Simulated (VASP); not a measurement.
Input of a VASP 6.6.1 run:

File INCAR:

```
ALGO = Normal
EDIFF = 1E-6
ENCUT = 520
GGA = PE
ISIF = 2
ISMEAR = -1
ISPIN = 2
LASPH = T
LCHARG = T
LELF = T
LMAXMIX = 6
LORBIT = 11
LREAL = F
LVHAR = T
LWAVE = F
MAGMOM = 5.2
NBANDS = 18
NELM = 150
NUPDOWN = 5.2
PREC = Accurate
SIGMA = 0.05
```

The input KPOINTS:

```
k-points
0
Gamma
  7 7 7
```

The input POSCAR:

```
Eu
1.0
   -2.3030000000      2.3030000000      2.3030000000
    2.3030000000     -2.3030000000      2.3030000000
    2.3030000000      2.3030000000     -2.3030000000
Eu
1
Direct
    0.0000000000      0.0000000000      0.0000000000
```

Potentials or basis: VASP PAW PBE potentials, release 64 (Eu).

Run with:

```sh
$ cat potpaw_PBE.64/Eu/POTCAR > POTCAR
$ mpirun -np 1 vasp_std > vasp.out
```

Predict the pressure.

-0.9 GPa.

Caveat: the total moment is fixed, so each spin has its own Fermi level. The state reached can hang on the start; a lower one may exist.
